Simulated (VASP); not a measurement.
# CdSe4 (Pm-3m) in VASP: notebook

The runs below take CdSe4 through single point, relaxation of cell and atoms, with PBE, PBE+D3(BJ).

All numbers are computed with VASP 6.6.1; they aren't measurements. Logs are shortened: lines on timing, memory, paths and dates and some standing lists are left out, and cuts for length are marked.

### 1 The cell of the first run

It takes space group Pm-3m (No. 221, cubic). Conventional cell: a = 5.175 Å, b = 5.175 Å, c = 5.175 Å, α = 90.00°, β = 90.00°, γ = 90.00°. Cd (site symmetry m-3m) has 6 Se at 2.59 Å within 3.4 Å. Se (site symmetry m-3m) has 12 Se at 3.66 Å and 8 Cd at 4.48 Å within 4.8 Å. Se (site symmetry 4/mmm) has 2 Cd at 2.59 Å within 3.4 Å.

The cell was generated, and may not be a known phase.

### 2 Single point, PBE

File INCAR:

```
ALGO = Normal ; EDIFF = 1E-7
ENCUT = 520 ; GGA = PE
ISIF = 2 ; ISMEAR = 0
LASPH = T ; LCHARG = F
LREAL = F ; LWAVE = F
NBANDS = 26 ; NELM = 100
PREC = Accurate ; SIGMA = 0.1
```

File KPOINTS:

```
k-points
0
Gamma
  8 8 8
```

File POSCAR:

```
CdSe4
1.0
    5.1748012199      0.0000000000      0.0000000000
    0.0000000000      5.1748012199      0.0000000000
    0.0000000000      0.0000000000      5.1748012199
Cd Se
1 4
Direct
    0.5000000000      0.5000000000      0.5000000000
    0.0000000000      0.0000000000      0.0000000000
    0.5000000000      0.5000000000      0.0000000000
    0.5000000000      0.0000000000      0.5000000000
    0.0000000000      0.5000000000      0.5000000000
```

Potentials or basis: VASP PAW PBE potentials, release 64 (Cd, Se).

Command:

```sh
$ cat potpaw_PBE.64/Cd/POTCAR potpaw_PBE.64/Se/POTCAR > POTCAR
$ mpirun -np 1 vasp_std > vasp.out
```

OUTCAR:

```text
EDIFF = 1E-7
   ENCUT = 520
   GGA = PE
   ISIF = 2
   ISMEAR = 0
   LASPH = T
   LREAL = F
   NELM = 100
   PREC = Accurate

 ion  position               nearest neighbor table
   1  0.500  0.500  0.500-   3 2.59   4 2.59   5 2.59   3 2.59   4 2.59   5 2.59
   2  0.000  0.000  0.000-
   3  0.500  0.500  0.000-   1 2.59   1 2.59
   4  0.500  0.000  0.500-   1 2.59   1 2.59
   5  0.000  0.500  0.500-   1 2.59   1 2.59

  LATTYP: Found a simple cubic cell.
 ALAT       =     5.1748012199

  Lattice vectors:

 A1 = (   5.1748012199,   0.0000000000,   0.0000000000)
 A2 = (   0.0000000000,   5.1748012199,   0.0000000000)
 A3 = (   0.0000000000,   0.0000000000,   5.1748012199)

Analysis of symmetry for initial positions (statically):
=====================================================================
 Subroutine PRICEL returns:
 Original cell was already a primitive cell.

 Routine SETGRP: Setting up the symmetry group for a
 simple cubic supercell.

 Subroutine GETGRP returns: Found 48 space group operations
 (whereof 48 operations were pure point group operations)
 out of a pool of 48 trial point group operations.

The static configuration has the point symmetry O_h .

Analysis of symmetry for dynamics (positions and initial velocities):
=====================================================================
 Subroutine PRICEL returns:
 Original cell was already a primitive cell.

 Routine SETGRP: Setting up the symmetry group for a
 simple cubic supercell.

 Subroutine GETGRP returns: Found 48 space group operations
 (whereof 48 operations were pure point group operations)
 out of a pool of 48 trial point group operations.

The dynamic configuration has the point symmetry O_h .

 Subroutine INISYM returns: Found 48 space group operations
 (whereof 48 operations are pure point group operations),
 and found     1 'primitive' translations

----------------------------------------------------------------------------------------

                                     Primitive cell

  volume of cell :     138.5738

  direct lattice vectors                    reciprocal lattice vectors
     5.174801220  0.000000000  0.000000000     0.193244138  0.000000000  0.000000000
     0.000000000  5.174801220  0.000000000     0.000000000  0.193244138  0.000000000
     0.000000000  0.000000000  5.174801220     0.000000000  0.000000000  0.193244138

  length of vectors
     5.174801220  5.174801220  5.174801220     0.193244138  0.193244138  0.193244138

  position of ions in fractional coordinates (direct lattice)
     0.500000000  0.500000000  0.500000000
     0.000000000  0.000000000  0.000000000
     0.500000000  0.500000000  0.000000000
     0.500000000  0.000000000  0.500000000
     0.000000000  0.500000000  0.500000000

  ion indices of the primitive-cell ions
   primitive index   ion index
                 1           1
                 2           2
                 3           3
                 4           4
                 5           5

----------------------------------------------------------------------------------------

 KPOINTS: k-points

Automatic generation of k-mesh.
 Grid dimensions read from file:
 generate k-points for:    8    8    8

 Generating k-lattice:

  Cartesian coordinates                     Fractional coordinates (reciprocal lattice)
     0.024155517  0.000000000  0.000000000     0.125000000  0.000000000  0.000000000
     0.000000000  0.024155517  0.000000000     0.000000000  0.125000000  0.000000000
     0.000000000  0.000000000  0.024155517     0.000000000  0.000000000  0.125000000

  Length of vectors
     0.024155517  0.024155517  0.024155517

  Shift w.r.t. Gamma in fractional coordinates (k-lattice)
     0.000000000  0.000000000  0.000000000

 Subroutine IBZKPT returns following result:
 ===========================================

 Found     35 irreducible k-points:

 Following reciprocal coordinates:
            Coordinates               Weight
  0.000000  0.000000  0.000000      1.000000
  0.125000  0.000000  0.000000      6.000000
  0.250000  0.000000  0.000000      6.000000
  0.375000  0.000000  0.000000      6.000000
  0.500000  0.000000  0.000000      3.000000
  0.125000  0.125000  0.000000     12.000000
[... 16 lines left out ...]
  0.375000  0.375000  0.125000     24.000000
  0.500000  0.375000  0.125000     24.000000
 [... further k-points ...]
   k-points           NKPTS =     35   k-points in BZ     NKDIM =     35   number of bands    NBANDS=     26
   number of dos      NEDOS =    301   number of ions     NIONS =      5
   total plane-waves  NPLWV =  64000
   dimension x,y,z NGX =    40 NGY =   40 NGZ =   40
   dimension x,y,z NGXF=    80 NGYF=   80 NGZF=   80
   ions per type =               1   4
   NGX,Y,Z   is equivalent  to a cutoff of  12.85, 12.85, 12.85 a.u.
   NGXF,Y,Z  is equivalent  to a cutoff of  25.70, 25.70, 25.70 a.u.
 SYSTEM =  unknown system
   PREC   = accura    normal or accurate (medium, high low for compatibility)
   ISTART =      0    job   : 0-new  1-cont  2-samecut
   ICHARG =      2    charge: 1-file 2-atom 10-const
   ISPIN  =      1    spin polarized calculation?
   LNONCOLLINEAR =      F non collinear calculations
   LSORBIT =      F    spin-orbit coupling
   LASPH  =      T    aspherical Exc in radial PAW
   ENCUT  =  520.0 eV  38.22 Ry    6.18 a.u.   9.62  9.62  9.62*2*pi/ulx,y,z
   NELM   =    100;   NELMIN=  2; NELMDL= -5     # of ELM steps
   EDIFF  = 0.1E-06   stopping-criterion for ELM
   LREAL  =      F    real-space projection
   EDIFFG = 0.1E-05   stopping-criterion for IOM
   NSW    =      0    number of steps for IOM
   IBRION =     -1    ionic relax: 0-MD 1-quasi-New 2-CG
   NFREE  =      0    steps in history (QN), initial steepest desc. (CG)
   ISIF   =      2    stress and relaxation
   ISYM   =      2    0-nonsym 1-usesym 2-fastsym
   POTIM  = 0.5000    time-step for ionic-motion
   TEBEG  =    0.0;   TEEND  =   0.0 temperature during run
   PSTRESS=    0.0 pullay stress
   NELECT =      36.0000    total number of electrons
   NUPDOWN=      -1.0000    fix difference up-down
   EMIN   =  10.00;   EMAX   =-10.00  energy-range for DOS
   EFERMI =   0.00;   METHOD = LEGACY
   ISMEAR =     0;   SIGMA  =   0.10  broadening in eV -4-tet -1-fermi 0-gaus
   EFERMI_NEDOS =   21; number of points for ismear=-14 and -15
   IALGO  =     38    algorithm
   IMIX   =      4    mixing-type and parameters
     AMIX     =   0.40;   BMIX     =  1.00
     AMIX_MAG =   1.60;   BMIX_MAG =  1.00
  volume/ion in A,a.u.               =      27.71       187.03
  Fermi-wavevector in a.u.,A,eV,Ry     =   1.044597  1.974002 14.846437  1.091182
  Thomas-Fermi vector in A             =   2.179356
   LORBIT       =      0    0 simple, 1 ext, 2 COOP (PROOUT), +10 PAW based schemes
   GGA     = PE    functional components
   LHFCALC =     F    Hartree Fock is set to
   AEXX    =    0.0000 exact exchange contribution
   IVDW    =     0    specifies the selected vdW correction
   LEPSILON=     F    determine dielectric tensor
   LRPA    =     F    only Hartree local field effects (RPA)
 non-spin polarized calculation
 Gauss-broadening in eV      SIGMA  =   0.10
  energy-cutoff  :      520.00
  volume of cell :      138.57
 maximum number of plane-waves:      3783
 NGX is ok and might be reduce to    40
   NGX = 19   NGY = 19   NGZ = 19

 number of electron      36.0000009 magnetization

 Free energy of the ion-electron system (eV)
  ---------------------------------------------------
  ext. energy  EPLUGINS =         0.00000000
  ---------------------------------------------------
  free energy    TOTEN  =       -10.74674411 eV

  energy without entropy =      -10.71626906  energy(sigma->0) =      -10.73150659

 E-fermi :   1.4316     XC(G=0):  -9.1060

 val. band max:        1.4299617854   @ k =   0.3750   0.3750   0.1250
 cond. band min:       1.4533742266   @ k =   0.3750   0.3750   0.3750
 fundamental gap:      0.0234124413
 Fermi energy:         1.4315900008

 k-point     1 :       0.0000    0.0000    0.0000
  band No.  band energies     occupation
      1     -11.9031      2.00000
      2     -10.7583      2.00000
      3     -10.7583      2.00000
      4     -10.1030      2.00000
      5      -6.9171      2.00000
      6      -6.9171      2.00000
[... 18 lines left out ...]
     25       7.7116      0.00000
     26       8.1496      0.00000

 k-point     2 :       0.1250    0.0000    0.0000
  band No.  band energies     occupation
      1     -11.8539      2.00000
      2     -10.7577      2.00000
      3     -10.7565      2.00000
      4     -10.1166      2.00000
      5      -6.9235      2.00000
      6      -6.9235      2.00000
[... 18 lines left out ...]
     25       8.0222      0.00000
     26       8.2252      0.00000

 k-point     3 :       0.2500    0.0000    0.0000
  band No.  band energies     occupation
      1     -11.7185      2.00000
      2     -10.7837      2.00000
      3     -10.7523      2.00000
      4     -10.1305      2.00000
      5      -6.9390      2.00000
      6      -6.9390      2.00000
[... 18 lines left out ...]
     25       8.4510      0.00000
     26       8.7717      0.00000

 k-point     4 :       0.3750    0.0000    0.0000
  band No.  band energies     occupation
      1     -11.5405      2.00000
      2     -10.8737      2.00000
      3     -10.7480      2.00000
      4     -10.1082      2.00000
      5      -7.2281      2.00000
      6      -6.9543      2.00000
[... 18 lines left out ...]
     25       9.1655      0.00000
     26       9.2735      0.00000
[... 496 lines left out ...]
      1     -11.2252      2.00000
      2     -10.8329      2.00000
      3     -10.7265      2.00000
      4     -10.2037      2.00000
      5      -7.4234      2.00000
      6      -6.9817      2.00000
[... 18 lines left out ...]
     25       9.6362      0.00000
     26       9.8528      0.00000

 k-point    23 :       0.3750    0.3750    0.1250
  band No.  band energies     occupation
      1     -11.1714      2.00000
      2     -10.7537      2.00000
      3     -10.7123      2.00000
      4     -10.2692      2.00000
      5      -7.4039      2.00000
      6      -6.9956      2.00000
[... 18 lines left out ...]
     25       9.3421      0.00000
     26       9.9193      0.00000

 k-point    24 :       0.5000    0.3750    0.1250
  band No.  band energies     occupation
      1     -11.0940      2.00000
      2     -10.7485      2.00000
      3     -10.7111      2.00000
      4     -10.2885      2.00000
      5      -7.4927      2.00000
      6      -7.0465      2.00000
[... 18 lines left out ...]
     25       9.4911      0.00000
     26       9.9161      0.00000

 [... further k-points ...]

------------------------ aborting loop because EDIFF is reached ----------------------------------------

  FORCE on cell =-STRESS in cart. coord.  units (eV):
  Direction    XX          YY          ZZ          XY          YZ          ZX
  --------------------------------------------------------------------------------------
  -------------------------------------------------------------------------------------
  Total        0.2321325      0.2321325      0.2321325     -0.0000000      0.0000000     -0.0000000
  in kB        2.6838947      2.6838947      2.6838947     -0.0000000      0.0000000     -0.0000000
  external PRESSURE =       2.6838947 kB  Pullay stress =       0.0000000 kB

 VOLUME and BASIS-vectors are now :
 -----------------------------------------------------------------------------
  energy-cutoff  :      520.00
  volume of cell :      138.57
      direct lattice vectors                 reciprocal lattice vectors
     5.174801220  0.000000000  0.000000000     0.193244138  0.000000000  0.000000000
     0.000000000  5.174801220  0.000000000     0.000000000  0.193244138  0.000000000
     0.000000000  0.000000000  5.174801220     0.000000000  0.000000000  0.193244138

 POSITION                                       TOTAL-FORCE (eV/Angst)
 -----------------------------------------------------------------------------------
      2.58740      2.58740      2.58740         0.000000      0.000000      0.000000
      0.00000      0.00000      0.00000         0.000000      0.000000      0.000000
      2.58740      2.58740      0.00000         0.000000      0.000000      0.000000
      2.58740      0.00000      2.58740         0.000000      0.000000      0.000000
      0.00000      2.58740      2.58740         0.000000      0.000000      0.000000
 -----------------------------------------------------------------------------------
    total drift:                               -0.000000      0.000000     -0.000000

  FREE ENERGIE OF THE ION-ELECTRON SYSTEM (eV)
  ---------------------------------------------------
  free  energy   TOTEN  =       -10.7467441150 eV

  energy  without entropy=      -10.7162690559  energy(sigma->0) =      -10.73150659
```

Wall time 81 s (1 thread of Intel Xeon Platinum 8124M at 3.00GHz (Skylake/Cascade Lake), shared host); peak memory 0.3 GiB.

What came out:

- Free energy: -10.7467 eV
- Pressure: 0.3 GPa
- Band gap on the k mesh: zero (bands 18 and 19 overlap by 1.08 eV)

Levels at points of the mesh, in eV from the Fermi level:
```csv
k point,band 16,band 17,band 18,band 19,band 20,band 21
"(0.00, 0.00, 0.00)",-0.59,-0.59,-0.59,0.86,0.87,0.87
"(0.50, 0.00, 0.00)",-1.06,-0.98,-0.36,-0.36,0.25,0.25
"(0.50, 0.50, 0.00)",-1.00,-1.00,0.43,0.43,0.54,0.80
"(0.50, 0.50, 0.50)",0.57,0.62,0.62,0.62,0.83,0.83
```

### 3 Relaxation of cell and atoms, PBE

This run uses another cell than the first one, of 27.84 Å³/atom.

File INCAR:

```
SYSTEM = CdSe4
ALGO = Normal ; EDIFF = 1E-6
EDIFFG = -0.01 ; ENCUT = 600
GGA = PE ; IBRION = 2
ISIF = 3 ; ISMEAR = 0
LASPH = .TRUE. ; LCHARG = .FALSE.
LREAL = .FALSE. ; LWAVE = .FALSE.
NELM = 60 ; NSW = 100
PREC = Accurate ; SIGMA = 0.1
```

File KPOINTS:

```
k-points
0
G
  8 8 8
  0 0 0
```

Edit POSCAR of step 2 so:

```diff
@@ -2,5 +2,5 @@
 1.0
-    5.1748012199      0.0000000000      0.0000000000
-    0.0000000000      5.1748012199      0.0000000000
-    0.0000000000      0.0000000000      5.1748012199
+    5.1825834400      0.0000000000      0.0000000000
+    0.0000000000      5.1825834400      0.0000000000
+    0.0000000000      0.0000000000      5.1825834400
 Cd Se
```

Potentials or basis: VASP PAW PBE potentials, release 64 (Cd, Se).

Command:

```sh
$ cat potpaw_PBE.64/Cd/POTCAR potpaw_PBE.64/Se/POTCAR > POTCAR
$ mpirun -np 1 vasp_std > vasp.out
```

It took 2 min on 1 thread of Intel Xeon Platinum 8124M at 3.00GHz (Skylake/Cascade Lake), shared host; peak memory 0.35 GiB.

The run converged. Its results:

```
Free energy                           : -10.7473 eV
Relaxed volume                        : 27.88 Å³/atom
Relaxed cell                          : a = 5.185 Å, b = 5.185 Å, c = 5.185 Å, α = 90.00°, β = 90.00°, γ = 90.00°
Space group after relaxing (to 0.1 Å) : Pm-3m (No. 221)
Energy gained by relaxing             : 0.0 meV/atom
Ionic steps                           : 2
Pressure after relaxing               : 0.0 GPa
Band gap on the k mesh                : zero (bands 18 and 19 overlap by 1.07 eV)
```

Final structure:
```yaml
crystal:
  lattice:
    - [5.18527, 0.00000, 0.00000]
    - [0.00000, 5.18527, 0.00000]
    - [0.00000, 0.00000, 5.18527]
  atoms:
    - { symbol: Cd, position: [0.50000, 0.50000, 0.50000] }
    - { symbol: Se, position: [0.00000, 0.00000, 0.00000] }
    - { symbol: Se, position: [0.50000, 0.50000, 0.00000] }
    - { symbol: Se, position: [0.50000, 0.00000, 0.50000] }
    - { symbol: Se, position: [0.00000, 0.50000, 0.50000] }
```

Levels at points of the mesh, in eV from the Fermi level:
| k point | band 16 | band 17 | band 18 | band 19 | band 20 | band 21 |
| --- | --- | --- | --- | --- | --- | --- |
| (0.00, 0.00, 0.00) | -0.58 | -0.58 | -0.58 | 0.84 | 0.86 | 0.86 |
| (0.50, 0.00, 0.00) | -1.05 | -0.97 | -0.36 | -0.36 | 0.25 | 0.25 |
| (0.50, 0.50, 0.00) | -0.99 | -0.99 | 0.43 | 0.43 | 0.54 | 0.78 |
| (0.50, 0.50, 0.50) | 0.57 | 0.61 | 0.61 | 0.61 | 0.81 | 0.81 |

(Continued in part 2 of 2.)

The gap in the log of VASP goes by the Fermi energy; the results here count the filled bands.